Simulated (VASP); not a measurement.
# CdS (Fm-3m) in VASP: notebook

CdS is run at these levels: LDA; tasks: relaxation of cell and atoms, single point.

Program: VASP 6.6.1. These are calculated values, not measurements. Logs are shortened: lines on timing, memory, paths and dates and some standing lists are left out, and cuts for length are marked.

### Step 1. The cell of the first run

Symmetry: Fm-3m, No. 225, cubic system. Conventional cell: a = 5.340 Å, b = 5.340 Å, c = 5.340 Å, α = 90.00°, β = 90.00°, γ = 90.00°. Within 3.5 Å of Cd (site symmetry m-3m) lie 6 S at 2.67 Å. Within 3.5 Å of S (site symmetry m-3m) lie 6 Cd at 2.67 Å.

### Step 2. Relaxation of cell and atoms, LDA, target pressure 1 GPa, at which the enthalpy is minimised

File INCAR:

```
PREC     = Accurate       # precision mode
ENCUT    = 600            # plane-wave cutoff, eV
EDIFF    = 1E-6           # SCF threshold, eV
ISMEAR   = -1             # smearing method
SIGMA    = 0.08           # smearing width, eV
LREAL    = F              # projectors in reciprocal space
LASPH    = T              # aspherical terms in the spheres
NELM     = 60             # most SCF steps
ALGO     = Normal         # electronic algorithm
ISIF     = 3              # what is computed and relaxed
LWAVE    = F              # write WAVECAR
LCHARG   = F              # write CHGCAR
IBRION   = 2              # ionic algorithm
NSW      = 100            # ionic steps
EDIFFG   = -0.002         # ionic threshold
PSTRESS  = 10.0
```

File KPOINTS:

```
regular mesh
0
Gamma
  16 16 16
```

File POSCAR:

```
CdS
1.0
    0.0000000000      2.6697583852      2.6697583852
    2.6697583852      0.0000000000      2.6697583852
    2.6697583852      2.6697583852      0.0000000000
Cd S
1 1
Direct
    0.0000000000      0.0000000000      0.0000000000
    0.5000000000      0.5000000000      0.5000000000
```

Potentials or basis: VASP PAW LDA potentials, release 64 (Cd, S).

Run with:

```
> cat potpaw_LDA.64/Cd/POTCAR potpaw_LDA.64/S/POTCAR > POTCAR
> mpirun -np 1 vasp_std > vasp.out
```

OUTCAR:

```text
PREC = Accurate
   ENCUT = 600
   EDIFF = 1E-6
   ISMEAR = -1
   LREAL = F
   LASPH = T
   NELM = 60
   ISIF = 3
   IBRION = 2
   NSW = 100
   EDIFFG = -0.002
   PSTRESS = 10.0

 ion  position               nearest neighbor table
   1  0.000  0.000  0.000-   2 2.67   2 2.67   2 2.67   2 2.67   2 2.67   2 2.67
   2  0.500  0.500  0.500-   1 2.67   1 2.67   1 2.67   1 2.67   1 2.67   1 2.67

  LATTYP: Found a face centered cubic cell.
 ALAT       =     5.3395167704

  Lattice vectors:

 A1 = (   0.0000000000,   2.6697583852,   2.6697583852)
 A2 = (   2.6697583852,   0.0000000000,   2.6697583852)
 A3 = (   2.6697583852,   2.6697583852,   0.0000000000)

Analysis of symmetry for initial positions (statically):
=====================================================================
 Subroutine PRICEL returns:
 Original cell was already a primitive cell.

 Routine SETGRP: Setting up the symmetry group for a
 face centered cubic supercell.

 Subroutine GETGRP returns: Found 48 space group operations
 (whereof 48 operations were pure point group operations)
 out of a pool of 48 trial point group operations.

The static configuration has the point symmetry O_h .

Analysis of symmetry for dynamics (positions and initial velocities):
=====================================================================
 Subroutine PRICEL returns:
 Original cell was already a primitive cell.

 Routine SETGRP: Setting up the symmetry group for a
 face centered cubic supercell.

 Subroutine GETGRP returns: Found 48 space group operations
 (whereof 48 operations were pure point group operations)
 out of a pool of 48 trial point group operations.

The dynamic configuration has the point symmetry O_h .

 Subroutine INISYM returns: Found 48 space group operations
 (whereof 48 operations are pure point group operations),
 and found     1 'primitive' translations

----------------------------------------------------------------------------------------

                                     Primitive cell

  volume of cell :      38.0580

  direct lattice vectors                    reciprocal lattice vectors
     0.000000000  2.669758385  2.669758385    -0.187282865  0.187282865  0.187282865
     2.669758385  0.000000000  2.669758385     0.187282865 -0.187282865  0.187282865
     2.669758385  2.669758385  0.000000000     0.187282865  0.187282865 -0.187282865

  length of vectors
     3.775608517  3.775608517  3.775608517     0.324383438  0.324383438  0.324383438

  position of ions in fractional coordinates (direct lattice)
     0.000000000  0.000000000  0.000000000
     0.500000000  0.500000000  0.500000000

  ion indices of the primitive-cell ions
   primitive index   ion index
                 1           1
                 2           2

----------------------------------------------------------------------------------------

 KPOINTS: regular mesh

Automatic generation of k-mesh.
 Grid dimensions read from file:
 generate k-points for:   16   16   16

 Generating k-lattice:

  Cartesian coordinates                     Fractional coordinates (reciprocal lattice)
    -0.011705179  0.011705179  0.011705179     0.062500000  0.000000000  0.000000000
     0.011705179 -0.011705179  0.011705179     0.000000000  0.062500000  0.000000000
     0.011705179  0.011705179 -0.011705179     0.000000000  0.000000000  0.062500000

  Length of vectors
     0.020273965  0.020273965  0.020273965

  Shift w.r.t. Gamma in fractional coordinates (k-lattice)
     0.000000000  0.000000000  0.000000000

 Subroutine IBZKPT returns following result:
 ===========================================

 Found    145 irreducible k-points:

 Following reciprocal coordinates:
            Coordinates               Weight
  0.000000  0.000000  0.000000      1.000000
  0.062500  0.000000  0.000000      8.000000
  0.125000  0.000000  0.000000      8.000000
  0.187500  0.000000  0.000000      8.000000
  0.250000  0.000000  0.000000      8.000000
  0.312500  0.000000  0.000000      8.000000
[... 16 lines left out ...]
 -0.125000  0.062500  0.000000     24.000000
 -0.062500  0.062500  0.000000     12.000000
 [... further k-points ...]
   k-points           NKPTS =    145   k-points in BZ     NKDIM =    145   number of bands    NBANDS=     13
   number of dos      NEDOS =    301   number of ions     NIONS =      2
   total plane-waves  NPLWV =  27000
   dimension x,y,z NGX =    30 NGY =   30 NGZ =   30
   dimension x,y,z NGXF=    60 NGYF=   60 NGZF=   60
   ions per type =               1   1
   NGX,Y,Z   is equivalent  to a cutoff of  13.21, 13.21, 13.21 a.u.
   NGXF,Y,Z  is equivalent  to a cutoff of  26.42, 26.42, 26.42 a.u.
 SYSTEM =  unknown system
   PREC   = accura    normal or accurate (medium, high low for compatibility)
   ISTART =      0    job   : 0-new  1-cont  2-samecut
   ICHARG =      2    charge: 1-file 2-atom 10-const
   ISPIN  =      1    spin polarized calculation?
   LNONCOLLINEAR =      F non collinear calculations
   LSORBIT =      F    spin-orbit coupling
   LASPH  =      T    aspherical Exc in radial PAW
   ENCUT  =  600.0 eV  44.10 Ry    6.64 a.u.   7.54  7.54  7.54*2*pi/ulx,y,z
   NELM   =     60;   NELMIN=  2; NELMDL= -5     # of ELM steps
   EDIFF  = 0.1E-05   stopping-criterion for ELM
   LREAL  =      F    real-space projection
   EDIFFG = -.2E-02   stopping-criterion for IOM
   NSW    =    100    number of steps for IOM
   IBRION =      2    ionic relax: 0-MD 1-quasi-New 2-CG
   NFREE  =      1    steps in history (QN), initial steepest desc. (CG)
   ISIF   =      3    stress and relaxation
   ISYM   =      2    0-nonsym 1-usesym 2-fastsym
   POTIM  = 0.5000    time-step for ionic-motion
   TEBEG  =    0.0;   TEEND  =   0.0 temperature during run
   PSTRESS=   10.0 pullay stress
   NELECT =      18.0000    total number of electrons
   NUPDOWN=      -1.0000    fix difference up-down
   EMIN   =  10.00;   EMAX   =-10.00  energy-range for DOS
   EFERMI =   0.00;   METHOD = LEGACY
   ISMEAR =    -1;   SIGMA  =   0.08  broadening in eV -4-tet -1-fermi 0-gaus
   EFERMI_NEDOS =   21; number of points for ismear=-14 and -15
   IALGO  =     38    algorithm
   IMIX   =      4    mixing-type and parameters
     AMIX     =   0.40;   BMIX     =  1.00
     AMIX_MAG =   1.60;   BMIX_MAG =  1.00
  volume/ion in A,a.u.               =      19.03       128.41
  Fermi-wavevector in a.u.,A,eV,Ry     =   1.275510  2.410364 22.135653  1.626925
  Thomas-Fermi vector in A             =   2.408218
   LORBIT       =      0    0 simple, 1 ext, 2 COOP (PROOUT), +10 PAW based schemes
   GGA     = CA    functional components
   LHFCALC =     F    Hartree Fock is set to
   AEXX    =    0.0000 exact exchange contribution
   IVDW    =     0    specifies the selected vdW correction
   LEPSILON=     F    determine dielectric tensor
   LRPA    =     F    only Hartree local field effects (RPA)
 conjugate gradient relaxation of ions
 non-spin polarized calculation
  energy-cutoff  :      600.00
  volume of cell :       38.06
 maximum number of plane-waves:      1295
   NGX = 15   NGY = 15   NGZ = 15

--------------------------------------- Ionic step        1  -------------------------------------------

 number of electron      17.9999997 magnetization

 Free energy of the ion-electron system (eV)
  ---------------------------------------------------
  ext. energy  EPLUGINS =         0.00000000
  ---------------------------------------------------
  free energy    TOTEN  =        -7.26681058 eV

  energy without entropy =       -7.26343305  energy(sigma->0) =       -7.26512181

------------------------ aborting loop because EDIFF is reached ----------------------------------------

  FORCE on cell =-STRESS in cart. coord.  units (eV):
  Direction    XX          YY          ZZ          XY          YZ          ZX
  --------------------------------------------------------------------------------------
  -------------------------------------------------------------------------------------
  Total        0.1711961      0.1711961      0.1711961      0.0000000      0.0000000     -0.0000000
  in kB        7.2070664      7.2070664      7.2070664      0.0000000      0.0000000     -0.0000000
  external PRESSURE =      -2.7929336 kB  Pullay stress =      10.0000000 kB

 VOLUME and BASIS-vectors are now :
 -----------------------------------------------------------------------------
  energy-cutoff  :      600.00
  volume of cell :       38.06
      direct lattice vectors                 reciprocal lattice vectors
     0.000000000  2.669758385  2.669758385    -0.187282865  0.187282865  0.187282865
     2.669758385  0.000000000  2.669758385     0.187282865 -0.187282865  0.187282865
     2.669758385  2.669758385  0.000000000     0.187282865  0.187282865 -0.187282865
[... 46 lines left out ...]
  FREE ENERGIE OF THE ION-ELECTRON SYSTEM (eV)
  ---------------------------------------------------
  free  energy   TOTEN  =        -7.2657385086 eV

  energy  without entropy=       -7.2623651341  energy(sigma->0) =       -7.26405182

  enthalpy is  TOTEN    =        -7.0293378745 eV   P V=        0.2364006341

--------------------------------------- Ionic step        3  -------------------------------------------

 number of electron      17.9999998 magnetization

 Free energy of the ion-electron system (eV)
  ---------------------------------------------------
  ext. energy  EPLUGINS =         0.00000000
  ---------------------------------------------------
  free energy    TOTEN  =        -7.26618567 eV

  energy without entropy =       -7.26281159  energy(sigma->0) =       -7.26449863

 E-fermi :   3.7611     XC(G=0): -11.1254

 val. band max:        3.7505504440   @ k =   0.4375   0.4375   0.0000
 cond. band min:       3.8258997317   @ k =   0.5000   0.4375   0.0000
 fundamental gap:      0.0753492876
 Fermi energy:         3.7610755773

 k-point     1 :       0.0000    0.0000    0.0000
  band No.  band energies     occupation
      1      -9.8111      2.00000
      2      -4.3015      2.00000
      3      -4.3015      2.00000
      4      -4.2962      2.00000
      5      -4.2962      2.00000
      6      -4.2962      2.00000
      7       2.6239      2.00000
      8       2.6239      2.00000
      9       2.6239      2.00000
     10       4.6054      0.00005
     11      12.7368      0.00000
     12      12.7368      0.00000
     13      12.7368      0.00000

 k-point     2 :       0.0625    0.0000    0.0000
  band No.  band energies     occupation
      1      -9.7713      2.00000
      2      -4.3168      2.00000
      3      -4.3168      2.00000
      4      -4.3014      2.00000
      5      -4.2871      2.00000
      6      -4.2871      2.00000
      7       2.2145      2.00000
      8       2.6556      2.00000
      9       2.6556      2.00000
     10       5.0091      0.00000
     11      12.2558      0.00000
[... 339 lines left out ...]
 k-point    24 :      -0.0625    0.0625    0.0000
  band No.  band energies     occupation
      1      -9.7063      2.00000
      2      -4.3532      2.00000
      3      -4.3304      2.00000
      4      -4.3098      2.00000
      5      -4.2808      2.00000
      6      -4.2627      2.00000
      7       1.8055      2.00000
      8       2.5209      2.00000
      9       2.7937      1.99999
     10       5.5026      0.00000
     11      11.8445      0.00000
     12      12.3178      0.00000
     13      12.8324      0.00000

 [... further k-points ...]
[... 5 lines left out ...]
  --------------------------------------------------------------------------------------
  -------------------------------------------------------------------------------------
  Total        0.2353562      0.2353562      0.2353562      0.0000000      0.0000000      0.0000000
  in kB        9.9385829      9.9385829      9.9385829      0.0000000      0.0000000      0.0000000
  external PRESSURE =      -0.0614171 kB  Pullay stress =      10.0000000 kB

 VOLUME and BASIS-vectors are now :
 -----------------------------------------------------------------------------
  energy-cutoff  :      600.00
  volume of cell :       37.94
      direct lattice vectors                 reciprocal lattice vectors
     0.000000000  2.667026190  2.667026190    -0.187474724  0.187474724  0.187474724
     2.667026190  0.000000000  2.667026190     0.187474724 -0.187474724  0.187474724
     2.667026190  2.667026190  0.000000000     0.187474724  0.187474724 -0.187474724

 POSITION                                       TOTAL-FORCE (eV/Angst)
 -----------------------------------------------------------------------------------
      2.66703      0.00000      2.66703        -0.000000     -0.000000     -0.000000
      2.66703      2.66703      2.66703         0.000000      0.000000      0.000000
 -----------------------------------------------------------------------------------
    total drift:                               -0.000000      0.000000      0.000000

  FREE ENERGIE OF THE ION-ELECTRON SYSTEM (eV)
  ---------------------------------------------------
  free  energy   TOTEN  =        -7.2661856676 eV

  energy  without entropy=       -7.2628115903  energy(sigma->0) =       -7.26449863

  enthalpy is  TOTEN    =        -7.0293750040 eV   P V=        0.2368106636

 reached required accuracy - stopping structural energy minimisation
```

Wall time 59 s (1 thread of Intel Xeon 6975P-C (Granite Rapids), shared host); peak memory 0.22 GiB.

Results:

- Free energy: -7.2662 eV
- Relaxed volume: 18.97 Å³/atom
- Relaxed cell: a = 3.772 Å, b = 3.772 Å, c = 3.772 Å, α = 60.00°, β = 60.00°, γ = 60.00°
- Space group after relaxing (to 0.05 Å): Fm-3m (No. 225)
- Energy change on relaxing (the enthalpy is what falls): +0.3 meV/atom
- Ionic steps: 3
- Pressure after relaxing: 1.0 GPa
- Band gap on the k mesh: zero (band 9 reaches 3.56 eV, above the bottom of band 10 at 3.55 eV)

Step by step:
```tsv
step	energy change (eV)	largest force (eV/Å)	pressure (GPa)	volume (Å³)
1	0.0000	0.0000	0.72	38.06
2	0.0011	0.0000	1.16	37.88
3	0.0006	0.0000	0.99	37.94
```

Final structure:
```cif
data_structure
_symmetry_space_group_name_H-M 'P 1'
_symmetry_Int_Tables_number 1
_cell_length_a 3.7717
_cell_length_b 3.7717
_cell_length_c 3.7717
_cell_angle_alpha 60.000
_cell_angle_beta 60.000
_cell_angle_gamma 60.000
_cell_volume 37.94
loop_
_atom_site_label
_atom_site_type_symbol
_atom_site_fract_x
_atom_site_fract_y
_atom_site_fract_z
_atom_site_occupancy
Cd1 Cd 0.00000 0.00000 0.00000 1
S1 S 0.50000 0.50000 0.50000 1
```

Caveat: the cell is relaxed towards a set pressure, so the enthalpy falls and the energy may rise.

(Part 1 of 2 ends here.)
